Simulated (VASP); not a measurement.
# Si (P1) in VASP: single point with PBE

Aim: the single point of Si with PBE.

Program: VASP 6.6.1. These are calculated values, not measurements. Logs are shortened: lines on timing, memory, paths and dates and some standing lists are left out, and cuts for length are marked.

## 1. The cell of the first run

The typed cell holds 16 atoms: a = 10.862 Å, b = 5.431 Å, c = 5.431 Å, α = 90.00°, β = 90.00°, γ = 90.00°.

## 2. Single point, PBE

File INCAR:

```
  PREC = Accurate
  ENCUT = 500
  EDIFF = 1E-6
  ISMEAR = 0
  SIGMA = 0.01
  LREAL = False
  LASPH = True
  NELM = 120
  ALGO = Normal
  ISIF = 2
  LWAVE = False
  LCHARG = False
  GGA = PE
  ISYM = 0
  NBANDS = 46
  GGA_COMPAT = False
```

File KPOINTS:

```
Automatic mesh
0
Gamma
  1 1 1
  0.5 0.5 0.5
```

File POSCAR:

```
Si
1.0
   10.8620000000      0.0000000000      0.0000000000
    0.0000000000      5.4310000000      0.0000000000
    0.0000000000      0.0000000000      5.4310000000
Si
16
Direct
    0.0010800000      0.0023600000     -0.0053000000
    0.0023800000      0.4947400000      0.5022400000
    0.2483100000     -0.0010100000      0.5047200000
    0.2480500000      0.5055200000     -0.0034500000
    0.1271900000      0.2495800000      0.2461700000
    0.1263800000      0.7445900000      0.7544400000
    0.3724500000      0.2518100000      0.7526900000
    0.3742700000      0.7549400000      0.2448700000
    0.5027400000     -0.0030800000     -0.0013600000
    0.5000200000      0.4958500000      0.5054800000
    0.7472600000      0.0041500000      0.4999500000
    0.7506800000      0.5030800000     -0.0054700000
    0.6275700000      0.2450600000      0.2514600000
    0.6236500000      0.7482000000      0.7551000000
    0.8727800000      0.2554100000      0.7472300000
    0.8769200000      0.7504100000      0.2456200000
```

Potentials or basis: VASP PAW PBE potentials, release 64 (Si).

The run is started by

```console
> cat potpaw_PBE.64/Si/POTCAR > POTCAR
> mpirun -np 1 vasp_std > vasp.out
```

OUTCAR:

```text
PREC = Accurate
   ENCUT = 500
   EDIFF = 1E-6
   ISMEAR = 0
   LREAL = False
   LASPH = True
   NELM = 120
   ISIF = 2
   GGA = PE
   ISYM = 0

 ion  position               nearest neighbor table
   1  0.001  0.002  0.995-   6 2.35   5 2.35  16 2.36  15 2.37
   2  0.002  0.495  0.502-  15 2.33   6 2.35   5 2.35  16 2.39
   3  0.248  0.999  0.505-   6 2.35   7 2.35   5 2.36   8 2.37
   4  0.248  0.506  0.997-   6 2.27   7 2.34   5 2.34   8 2.35
   5  0.127  0.250  0.246-   4 2.34   1 2.35   2 2.35   3 2.36
   6  0.126  0.745  0.754-   4 2.27   3 2.35   1 2.35   2 2.35
[... 8 lines left out ...]
  15  0.873  0.255  0.747-  12 2.32   2 2.33  11 2.35   1 2.37
  16  0.877  0.750  0.246-  12 2.35   1 2.36   2 2.39  11 2.41

IMPORTANT INFORMATION: All symmetrisations will be switched off!
NOSYMM: (Re-)initialisation of all symmetry stuff for point group C_1.

----------------------------------------------------------------------------------------

                                     Primitive cell

  volume of cell :     320.3830

  direct lattice vectors                    reciprocal lattice vectors
    10.862000000  0.000000000  0.000000000     0.092064077  0.000000000  0.000000000
     0.000000000  5.431000000  0.000000000     0.000000000  0.184128153  0.000000000
     0.000000000  0.000000000  5.431000000     0.000000000  0.000000000  0.184128153

  length of vectors
    10.862000000  5.431000000  5.431000000     0.092064077  0.184128153  0.184128153

  position of ions in fractional coordinates (direct lattice)
     0.001080000  0.002360000  0.994700000
     0.002380000  0.494740000  0.502240000
     0.248310000  0.998990000  0.504720000
     0.248050000  0.505520000  0.996550000
     0.127190000  0.249580000  0.246170000
     0.126380000  0.744590000  0.754440000
[... 8 lines left out ...]
     0.872780000  0.255410000  0.747230000
     0.876920000  0.750410000  0.245620000

  ion indices of the primitive-cell ions
   primitive index   ion index
                 1           1
                 2           2
                 3           3
                 4           4
                 5           5
                 6           6
[... 8 lines left out ...]
                15          15
                16          16

----------------------------------------------------------------------------------------

 KPOINTS: Automatic mesh

Automatic generation of k-mesh.
 Grid dimensions read from file:
 generate k-points for:    1    1    1

 Generating k-lattice:

  Cartesian coordinates                     Fractional coordinates (reciprocal lattice)
     0.092064077  0.000000000  0.000000000     1.000000000  0.000000000  0.000000000
     0.000000000  0.184128153  0.000000000     0.000000000  1.000000000  0.000000000
     0.000000000  0.000000000  0.184128153     0.000000000  0.000000000  1.000000000

  Length of vectors
     0.092064077  0.184128153  0.184128153

  Shift w.r.t. Gamma in fractional coordinates (k-lattice)
     0.500000000  0.500000000  0.500000000

 Subroutine IBZKPT returns following result:
 ===========================================

 Found      1 irreducible k-points:

 Following reciprocal coordinates:
            Coordinates               Weight
  0.500000  0.500000  0.500000      1.000000
   k-points           NKPTS =      1   k-points in BZ     NKDIM =      1   number of bands    NBANDS=     46
   number of dos      NEDOS =    301   number of ions     NIONS =     16
   total plane-waves  NPLWV = 128000
   dimension x,y,z NGX =    80 NGY =   40 NGZ =   40
   dimension x,y,z NGXF=   160 NGYF=   80 NGZF=   80
   ions per type =              16
   NGX,Y,Z   is equivalent  to a cutoff of  12.24, 12.24, 12.24 a.u.
   NGXF,Y,Z  is equivalent  to a cutoff of  24.49, 24.49, 24.49 a.u.
 SYSTEM =  unknown system
   PREC   = accura    normal or accurate (medium, high low for compatibility)
   ISTART =      0    job   : 0-new  1-cont  2-samecut
   ICHARG =      2    charge: 1-file 2-atom 10-const
   ISPIN  =      1    spin polarized calculation?
   LNONCOLLINEAR =      F non collinear calculations
   LSORBIT =      F    spin-orbit coupling
   LASPH  =      T    aspherical Exc in radial PAW
   ENCUT  =  500.0 eV  36.75 Ry    6.06 a.u.  19.80  9.90  9.90*2*pi/ulx,y,z
   NELM   =    120;   NELMIN=  2; NELMDL= -5     # of ELM steps
   EDIFF  = 0.1E-05   stopping-criterion for ELM
   LREAL  =      F    real-space projection
   EDIFFG = 0.1E-04   stopping-criterion for IOM
   NSW    =      0    number of steps for IOM
   IBRION =     -1    ionic relax: 0-MD 1-quasi-New 2-CG
   NFREE  =      0    steps in history (QN), initial steepest desc. (CG)
   ISIF   =      2    stress and relaxation
   ISYM   =      0    0-nonsym 1-usesym 2-fastsym
   POTIM  = 0.5000    time-step for ionic-motion
   TEBEG  =    0.0;   TEEND  =   0.0 temperature during run
   PSTRESS=    0.0 pullay stress
   NELECT =      64.0000    total number of electrons
   NUPDOWN=      -1.0000    fix difference up-down
   EMIN   =  10.00;   EMAX   =-10.00  energy-range for DOS
   EFERMI =   0.00;   METHOD = LEGACY
   ISMEAR =     0;   SIGMA  =   0.01  broadening in eV -4-tet -1-fermi 0-gaus
   EFERMI_NEDOS =   21; number of points for ismear=-14 and -15
   IALGO  =     38    algorithm
   IMIX   =      4    mixing-type and parameters
     AMIX     =   0.40;   BMIX     =  1.00
     AMIX_MAG =   1.60;   BMIX_MAG =  1.00
  volume/ion in A,a.u.               =      20.02       135.13
  Fermi-wavevector in a.u.,A,eV,Ry     =   0.956999  1.808467 12.460868  0.915848
  Thomas-Fermi vector in A             =   2.085978
   LORBIT       =      0    0 simple, 1 ext, 2 COOP (PROOUT), +10 PAW based schemes
   GGA     = PE    functional components
   LHFCALC =     F    Hartree Fock is set to
   AEXX    =    0.0000 exact exchange contribution
   IVDW    =     0    specifies the selected vdW correction
   LEPSILON=     F    determine dielectric tensor
   LRPA    =     F    only Hartree local field effects (RPA)
 non-spin polarized calculation
 Gauss-broadening in eV      SIGMA  =   0.01
  energy-cutoff  :      500.00
  volume of cell :      320.38
 maximum number of plane-waves:      8128
 NGX is ok and might be reduce to    80
   NGX = 39   NGY = 19   NGZ = 19

 number of electron      63.9999998 magnetization

 Free energy of the ion-electron system (eV)
  ---------------------------------------------------
  ext. energy  EPLUGINS =         0.00000000
  ---------------------------------------------------
  free energy    TOTEN  =       -80.72085792 eV

  energy without entropy =      -80.72085792  energy(sigma->0) =      -80.72085792

 E-fermi :   4.8569     XC(G=0):  -9.3728

 val. band max:        4.7787373254   @ k =   0.5000   0.5000   0.5000
 cond. band min:       8.1188240963   @ k =   0.5000   0.5000   0.5000
 fundamental gap:      3.3400867709
 Fermi energy:         4.8569284878

 k-point     1 :       0.5000    0.5000    0.5000
  band No.  band energies     occupation
      1      -4.0718      2.00000
      2      -4.0150      2.00000
      3      -3.9234      2.00000
      4      -3.8936      2.00000
      5      -3.8929      2.00000
      6      -3.8707      2.00000
[... 36 lines left out ...]
     43       9.4327      0.00000
     44       9.4907      0.00000
 [bands above 44 left out]

------------------------ aborting loop because EDIFF is reached ----------------------------------------

  FORCE on cell =-STRESS in cart. coord.  units (eV):
  Direction    XX          YY          ZZ          XY          YZ          ZX
  --------------------------------------------------------------------------------------
  -------------------------------------------------------------------------------------
  Total        9.7389646      9.1108526      9.0922058     -0.3026907     -0.1594286      0.2412743
  in kB       48.7028041     45.5617292     45.4684801     -1.5137016     -0.7972736      1.2065695
  external PRESSURE =      46.5776711 kB  Pullay stress =       0.0000000 kB

 VOLUME and BASIS-vectors are now :
 -----------------------------------------------------------------------------
  energy-cutoff  :      500.00
  volume of cell :      320.38
      direct lattice vectors                 reciprocal lattice vectors
    10.862000000  0.000000000  0.000000000     0.092064077  0.000000000  0.000000000
     0.000000000  5.431000000  0.000000000     0.000000000  0.184128153  0.000000000
     0.000000000  0.000000000  5.431000000     0.000000000  0.000000000  0.184128153

 POSITION                                       TOTAL-FORCE (eV/Angst)
 -----------------------------------------------------------------------------------
      0.01173      0.01282      5.40222        -0.192126      0.040327      0.101840
      0.02585      2.68693      2.72767        -0.178050      0.406770     -0.467428
      2.69714      5.42551      2.74113         0.220346     -0.034408     -0.304744
      2.69432      2.74548      5.41226         0.505885     -0.454315      0.609842
      1.38154      1.35547      1.33695        -0.188266     -0.038036      0.180818
      1.37274      4.04387      4.09736        -0.494394      0.502686     -0.614624
[... 8 lines left out ...]
      9.48014      1.38713      4.05821         0.227084     -0.446781      0.028818
      9.52511      4.07548      1.33396        -0.036089      0.064666      0.457868
 -----------------------------------------------------------------------------------
    total drift:                                0.000000      0.000021      0.000063

  FREE ENERGIE OF THE ION-ELECTRON SYSTEM (eV)
  ---------------------------------------------------
  free  energy   TOTEN  =       -80.7208579171 eV

  energy  without entropy=      -80.7208579171  energy(sigma->0) =      -80.72085792
```

It took 40 s on 1 thread of Intel Xeon 8259CL, shared host; peak memory 0.31 GiB.

What came out:

- Free energy: -80.7209 eV
- Pressure: 4.7 GPa
- Largest force: 0.936 eV/Å
- Band gap on the k mesh: 3.34 eV

Forces on the atoms (eV/Å):
```
Si  -0.192  0.040  0.102
Si  -0.178  0.407 -0.467
Si   0.220 -0.034 -0.305
Si   0.506 -0.454  0.610
Si  -0.188 -0.038  0.181
Si  -0.494  0.503 -0.615
Si   0.283 -0.278  0.067
Si   0.186 -0.391  0.645
Si  -0.431  0.534  0.138
Si  -0.169  0.297 -0.638
Si   0.504 -0.765  0.191
Si  -0.008 -0.249  0.691
Si  -0.367  0.678 -0.388
Si   0.137  0.134 -0.699
Si   0.227 -0.447  0.029
Si  -0.036  0.065  0.458
```

Stress tensor (GPa, compression positive):
```
 4.87 -0.15  0.12
-0.15  4.56 -0.08
 0.12 -0.08  4.55
```

Caveat: the k points lie up to 1.16 Å⁻¹ apart.
